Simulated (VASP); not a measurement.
# W (I4/mmm) in VASP: further runs

The runs below take W through single point, with PBEsol.

Everything below comes from runs of VASP 6.6.1. Logs are shortened: lines on timing, memory, paths and dates and some standing lists are left out, and cuts for length are marked.

## Step 1: The cell of the first run

It takes space group I4/mmm (No. 139, tetragonal). Conventional cell: a = 3.354 Å, b = 3.354 Å, c = 3.195 Å, α = 90.00°, β = 90.00°, γ = 90.00°. Within 3.8 Å of W (site symmetry 4/mmm) lie 14 W at 2.86 to 3.35 Å.

## Step 2: Single point, PBEsol (strain +0.050 along x and y, +0.000 along z)

The input, INCAR:

```
SYSTEM = W
PREC = Accurate ; ENCUT = 520
EDIFF = 1E-6 ; ISMEAR = 0
SIGMA = 0.15 ; LREAL = .FALSE.
LASPH = .TRUE. ; NELM = 80
ALGO = Fast ; ISIF = 2
LWAVE = .FALSE. ; LCHARG = .FALSE.
GGA = PS ; NBANDS = 13
```

The input, KPOINTS:

```
Automatic mesh
0
G
  20 20 20
  0 0 0
```

The input, POSCAR:

```
W
1.0
   -1.6771650000      1.6771650000      1.5973000000
    1.6771650000     -1.6771650000      1.5973000000
    1.6771650000      1.6771650000     -1.5973000000
W
1
Direct
    0.0000000000      0.0000000000      0.0000000000
```

Potentials or basis: VASP PAW PBE potentials, release 64 (W_sv).

Command:

```sh
> cat potpaw_PBE.64/W_sv/POTCAR > POTCAR
> mpirun -np 1 vasp_std > vasp.out
```

OUTCAR:

```text
SYSTEM = W
   PREC = Accurate
   ENCUT = 520
   EDIFF = 1E-6
   ISMEAR = 0
   LREAL = .FALSE.
   LASPH = .TRUE.
   NELM = 80
   ISIF = 2
   GGA = PS

 ion  position               nearest neighbor table
   1  0.000  0.000  0.000-

  LATTYP: Found a body centered tetragonal cell.
 ALAT       =     3.3543300000
 C/A-ratio  =     0.9523809524

  Lattice vectors:

 A1 = (  -1.6771650000,   1.6771650000,   1.5973000000)
 A2 = (   1.6771650000,  -1.6771650000,   1.5973000000)
 A3 = (   1.6771650000,   1.6771650000,  -1.5973000000)

Analysis of symmetry for initial positions (statically):
=====================================================================
 Subroutine PRICEL returns:
 Original cell was already a primitive cell.

 Routine SETGRP: Setting up the symmetry group for a
 body centered tetragonal supercell.

 Subroutine GETGRP returns: Found 16 space group operations
 (whereof 16 operations were pure point group operations)
 out of a pool of 16 trial point group operations.

The static configuration has the point symmetry D_4h.

Analysis of symmetry for dynamics (positions and initial velocities):
=====================================================================
 Subroutine PRICEL returns:
 Original cell was already a primitive cell.

 Routine SETGRP: Setting up the symmetry group for a
 body centered tetragonal supercell.

 Subroutine GETGRP returns: Found 16 space group operations
 (whereof 16 operations were pure point group operations)
 out of a pool of 16 trial point group operations.

The dynamic configuration has the point symmetry D_4h.

 Subroutine INISYM returns: Found 16 space group operations
 (whereof 16 operations are pure point group operations),
 and found     1 'primitive' translations

----------------------------------------------------------------------------------------

                                     Primitive cell

  volume of cell :      17.9721

  direct lattice vectors                    reciprocal lattice vectors
    -1.677165000  1.677165000  1.597300000     0.000000000  0.298122129  0.313028235
     1.677165000 -1.677165000  1.597300000     0.298122129  0.000000000  0.313028235
     1.677165000  1.677165000 -1.597300000     0.298122129  0.298122129  0.000000000

  length of vectors
     2.859568528  2.859568528  2.859568528     0.432277087  0.432277087  0.421608358

  position of ions in fractional coordinates (direct lattice)
     0.000000000  0.000000000  0.000000000

  ion indices of the primitive-cell ions
   primitive index   ion index
                 1           1

----------------------------------------------------------------------------------------

 KPOINTS: Automatic mesh

Automatic generation of k-mesh.
 Grid dimensions read from file:
 generate k-points for:   20   20   20

 Generating k-lattice:

  Cartesian coordinates                     Fractional coordinates (reciprocal lattice)
     0.000000000  0.014906106  0.015651412     0.050000000 -0.000000000  0.000000000
     0.014906106  0.000000000  0.015651412    -0.000000000  0.050000000  0.000000000
     0.014906106  0.014906106  0.000000000     0.000000000  0.000000000  0.050000000

  Length of vectors
     0.021613854  0.021613854  0.021080418

  Shift w.r.t. Gamma in fractional coordinates (k-lattice)
     0.000000000  0.000000000  0.000000000

 Subroutine IBZKPT returns following result:
 ===========================================

 Found    641 irreducible k-points:

 Following reciprocal coordinates:
            Coordinates               Weight
  0.000000  0.000000  0.000000      1.000000
  0.050000  0.000000  0.000000      8.000000
  0.100000 -0.000000  0.000000      8.000000
  0.150000 -0.000000  0.000000      8.000000
  0.200000 -0.000000  0.000000      8.000000
  0.250000  0.000000  0.000000      8.000000
[... 16 lines left out ...]
 -0.400000  0.050000 -0.000000     16.000000
 -0.350000  0.050000 -0.000000     16.000000
 [... further k-points ...]
   k-points           NKPTS =    641   k-points in BZ     NKDIM =    641   number of bands    NBANDS=     13
   number of dos      NEDOS =    301   number of ions     NIONS =      1
   total plane-waves  NPLWV =  13824
   dimension x,y,z NGX =    24 NGY =   24 NGZ =   24
   dimension x,y,z NGXF=    48 NGYF=   48 NGZF=   48
   ions per type =               1
   NGX,Y,Z   is equivalent  to a cutoff of  13.95, 13.95, 13.95 a.u.
   NGXF,Y,Z  is equivalent  to a cutoff of  27.91, 27.91, 27.91 a.u.
 SYSTEM =  W
   PREC   = accura    normal or accurate (medium, high low for compatibility)
   ISTART =      0    job   : 0-new  1-cont  2-samecut
   ICHARG =      2    charge: 1-file 2-atom 10-const
   ISPIN  =      1    spin polarized calculation?
   LNONCOLLINEAR =      F non collinear calculations
   LSORBIT =      F    spin-orbit coupling
   LASPH  =      T    aspherical Exc in radial PAW
   ENCUT  =  520.0 eV  38.22 Ry    6.18 a.u.   5.32  5.32  5.32*2*pi/ulx,y,z
   NELM   =     80;   NELMIN=  2; NELMDL= -5     # of ELM steps
   EDIFF  = 0.1E-05   stopping-criterion for ELM
   LREAL  =      F    real-space projection
   EDIFFG = 0.1E-04   stopping-criterion for IOM
   NSW    =      0    number of steps for IOM
   IBRION =     -1    ionic relax: 0-MD 1-quasi-New 2-CG
   NFREE  =      0    steps in history (QN), initial steepest desc. (CG)
   ISIF   =      2    stress and relaxation
   ISYM   =      2    0-nonsym 1-usesym 2-fastsym
   POTIM  = 0.5000    time-step for ionic-motion
   TEBEG  =    0.0;   TEEND  =   0.0 temperature during run
   PSTRESS=    0.0 pullay stress
   NELECT =      14.0000    total number of electrons
   NUPDOWN=      -1.0000    fix difference up-down
   EMIN   =  10.00;   EMAX   =-10.00  energy-range for DOS
   EFERMI =   0.00;   METHOD = LEGACY
   ISMEAR =     0;   SIGMA  =   0.15  broadening in eV -4-tet -1-fermi 0-gaus
   EFERMI_NEDOS =   21; number of points for ismear=-14 and -15
   IALGO  =     68    algorithm
   IMIX   =      4    mixing-type and parameters
     AMIX     =   0.40;   BMIX     =  1.00
     AMIX_MAG =   1.60;   BMIX_MAG =  1.00
  volume/ion in A,a.u.               =      17.97       121.28
  Fermi-wavevector in a.u.,A,eV,Ry     =   1.506323  2.846538 30.871748  2.269009
  Thomas-Fermi vector in A             =   2.617056
   LORBIT       =      0    0 simple, 1 ext, 2 COOP (PROOUT), +10 PAW based schemes
   GGA     = PS    functional components
   LHFCALC =     F    Hartree Fock is set to
   AEXX    =    0.0000 exact exchange contribution
   IVDW    =     0    specifies the selected vdW correction
   LEPSILON=     F    determine dielectric tensor
   LRPA    =     F    only Hartree local field effects (RPA)
 non-spin polarized calculation
 RMM-DIIS sequential band-by-band and
 Gauss-broadening in eV      SIGMA  =   0.15
  energy-cutoff  :      520.00
  volume of cell :       17.97
 maximum number of plane-waves:       498
 NGX is ok and might be reduce to    24
   NGX = 11   NGY = 11   NGZ = 11

 number of electron      13.9999999 magnetization

 Free energy of the ion-electron system (eV)
  ---------------------------------------------------
  ext. energy  EPLUGINS =         0.00000000
  ---------------------------------------------------
  free energy    TOTEN  =       -13.53006593 eV

  energy without entropy =      -13.52535763  energy(sigma->0) =      -13.52771178

 E-fermi :   9.5531     XC(G=0): -13.0632

 val. band max:        9.5370826193   @ k =  -0.3000   0.3000   0.2500
 cond. band min:       9.5546911886   @ k =  -0.3000  -0.3000   0.2500
 fundamental gap:      0.0176085692
 Fermi energy:         9.5531324975

 k-point     1 :       0.0000    0.0000    0.0000
  band No.  band energies     occupation
      1     -64.7861      2.00000
      2     -28.5004      2.00000
      3     -28.5004      2.00000
      4     -28.4724      2.00000
      5       0.6049      2.00000
      6       8.1449      2.00000
      7       8.7131      2.00000
      8       8.7131      2.00000
      9      11.0887      0.00000
     10      11.8246      0.00000
     11      23.5162      0.00000
     12      23.5162      0.00000
     13      24.4038      0.00000

 k-point     2 :       0.0500    0.0000    0.0000
  band No.  band energies     occupation
      1     -64.7842      2.00000
      2     -28.5147      2.00000
      3     -28.5077      2.00000
      4     -28.4804      2.00000
      5       0.7118      2.00000
      6       8.1586      2.00000
      7       8.6938      2.00000
      8       8.7335      2.00000
      9      11.0788      0.00000
     10      11.7480      0.00000
     11      23.6875      0.00000
     12      23.7017      0.00000
     13      24.5398      0.00000

 k-point     3 :       0.1000   -0.0000    0.0000
  band No.  band energies     occupation
      1     -64.7787      2.00000
      2     -28.5731      2.00000
      3     -28.5288      2.00000
      4     -28.4865      2.00000
      5       1.0249      2.00000
      6       8.0944      2.00000
      7       8.6185      2.00000
      8       8.9098      2.00000
      9      11.0479      0.00000
     10      11.5889      0.00000
     11      24.0739      0.00000
     12      24.2444      0.00000
     13      24.9353      0.00000
[... 305 lines left out ...]
 k-point    23 :      -0.4000    0.0500   -0.0000
  band No.  band energies     occupation
      1     -64.7196      2.00000
      2     -29.2084      2.00000
      3     -28.7532      2.00000
      4     -28.5083      2.00000
      5       4.0152      2.00000
      6       6.6287      2.00000
      7       8.5141      2.00000
      8      11.4686      0.00000
      9      12.0413      0.00000
     10      13.3398      0.00000
     11      20.6807      0.00000
     12      21.9959      0.00000
     13      26.2777      0.00000

 k-point    24 :      -0.3500    0.0500   -0.0000
  band No.  band energies     occupation
      1     -64.7294      2.00000
      2     -29.1081      2.00000
      3     -28.7154      2.00000
      4     -28.5053      2.00000
      5       3.7298      2.00000
      6       6.8512      2.00000
      7       8.0309      2.00000
      8      11.3403      0.00000
      9      11.8105      0.00000
     10      12.3684      0.00000
     11      21.8550      0.00000
     12      23.1885      0.00000
     13      27.6903      0.00000

 [... further k-points ...]
[... 5 lines left out ...]
  --------------------------------------------------------------------------------------
  -------------------------------------------------------------------------------------
  Total       -4.0950068     -4.0950068     -2.7233416      0.0000000      0.0000000      0.0000000
  in kB     -365.0624351   -365.0624351   -242.7809703      0.0000000      0.0000000      0.0000000
  external PRESSURE =    -324.3019469 kB  Pullay stress =       0.0000000 kB

 VOLUME and BASIS-vectors are now :
 -----------------------------------------------------------------------------
  energy-cutoff  :      520.00
  volume of cell :       17.97
      direct lattice vectors                 reciprocal lattice vectors
    -1.677165000  1.677165000  1.597300000     0.000000000  0.298122129  0.313028235
     1.677165000 -1.677165000  1.597300000     0.298122129  0.000000000  0.313028235
     1.677165000  1.677165000 -1.597300000     0.298122129  0.298122129  0.000000000

 POSITION                                       TOTAL-FORCE (eV/Angst)
 -----------------------------------------------------------------------------------
      0.00000      0.00000      0.00000        -0.000000      0.000000      0.000000
 -----------------------------------------------------------------------------------
    total drift:                               -0.000000      0.000000      0.000000

  FREE ENERGIE OF THE ION-ELECTRON SYSTEM (eV)
  ---------------------------------------------------
  free  energy   TOTEN  =       -13.5300659286 eV

  energy  without entropy=      -13.5253576339  energy(sigma->0) =      -13.52771178
```

Run time: 5.3 min. Hardware: 1 thread of AMD EPYC 7R13, shared host; peak memory 0.23 GiB.

What came out:

```yaml
Free_energy: -13.5301 eV
Pressure: -32.4 GPa
Band_gap_on_the_k_mesh: zero (band 7 reaches 13.81 eV, above the bottom of band 8 at 8.55 eV)
```

Stress tensor (GPa, compression positive):
```
-36.51   0.00   0.00
  0.00 -36.51   0.00
  0.00   0.00 -24.28
```

Levels at points of the mesh, in eV from the Fermi level:
```tsv
k point	band 4	band 5	band 6	band 7	band 8	band 9	band 10	band 11
(0.00, 0.00, 0.00)	-38.03	-8.95	-1.41	-0.84	-0.84	1.54	2.27	13.96
(0.50, 0.00, 0.00)	-38.06	-5.50	-3.20	0.47	1.85	2.90	5.12	9.27
(0.50, 0.50, 0.00)	-38.04	-5.56	-2.61	0.13	1.28	2.36	5.02	8.94
(0.50, 0.50, 0.50)	-38.57	-4.98	-4.87	4.26	4.26	4.43	6.90	6.90
```

Caveat: the cell differs from its parent crystal (strain +0.050 along x and y, +0.000 along z); the PAW data sets were made with another functional, which shifts forces and pressure a little; spin-orbit coupling is left out, which moves the levels of the heavy elements.

(Continued in part 2 of 2.)
